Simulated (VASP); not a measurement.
Set up this calculation in VASP 6.6.1, as the native input.

| Item | Value |
| --- | --- |
| Task | single point |
| Functional | r2SCAN |
| Potentials or basis | VASP PAW PBE potentials, release 64 (Si, O) |
| Cutoff | 520 eV |
| k mesh | 6 × 6 × 8 |
| Occupations | gaussian, width 0.01 eV |
| Spin | no spin polarisation |
| Dipole correction | no |
| Further INCAR settings | ALGO = Normal; EDIFF = 1e-06; NBANDS = 25 |

SiO2 (Stishovite):

```
CELL_PARAMETERS angstrom
4.18519 0.00000 0.00000
0.00000 4.18519 0.00000
0.00000 0.00000 2.66884
ATOMIC_POSITIONS crystal
Si 0.00000 0.00000 0.00000
Si 0.50000 0.50000 0.50000
O 0.30610 0.30610 0.00000
O 0.19390 0.80610 0.50000
O 0.69390 0.69390 0.00000
O 0.80610 0.19390 0.50000
```

One way to write it, as run:

POSCAR

```
SiO2
1.0
    4.1851894808      0.0000000000      0.0000000000
    0.0000000000      4.1851894808      0.0000000000
    0.0000000000      0.0000000000      2.6688395721
Si O
2 4
Direct
    0.0000000000      0.0000000000      0.0000000000
    0.5000000000      0.5000000000      0.5000000000
    0.3061010378      0.3061010378      0.0000000000
    0.1938989622      0.8061010378      0.5000000000
    0.6938989622      0.6938989622      0.0000000000
    0.8061010378      0.1938989622      0.5000000000
```

INCAR.step1

```
PREC = Accurate ; ENCUT = 520
ISMEAR = 0 ; SIGMA = 0.01
LREAL = F ; LASPH = T
NELM = 80 ; NBANDS = 25
GGA = PE ; ALGO = Normal
EDIFF = 1E-4 ; LWAVE = T
LCHARG = F
```

INCAR.step2

```
PREC = Accurate ; ENCUT = 520
EDIFF = 1E-6 ; ISMEAR = 0
SIGMA = 0.01 ; LREAL = F
LASPH = T ; NELM = 80
ALGO = Normal ; ISIF = 2
LWAVE = F ; LCHARG = F
METAGGA = R2SCAN ; LMIXTAU = T
NBANDS = 25 ; ISTART = 1
```

KPOINTS

```
Automatic mesh
0
Gamma
  6 6 8
```

Potentials or basis: VASP PAW PBE potentials, release 64 (Si, O).

Launch:

```bash
$ cat potpaw_PBE.64/Si/POTCAR potpaw_PBE.64/O/POTCAR > POTCAR
$ cp INCAR.step1 INCAR
$ mpirun -np 1 vasp_std > vasp.out
$ cp INCAR.step2 INCAR
$ mpirun -np 1 vasp_std > vasp.out
```

Results of the run:

The pressure is 0.4 GPa. The largest force is 0.021 eV/Å and the band gap on the k mesh is 6.51 eV, direct.

Caveat: the PAW data sets were made with another functional, which shifts forces and pressure a little.

Run time: 49 s on 1 thread of Intel(R) Xeon(R) 6975P-C (Granite Rapids), on a shared host, peak memory 0.17 GiB.
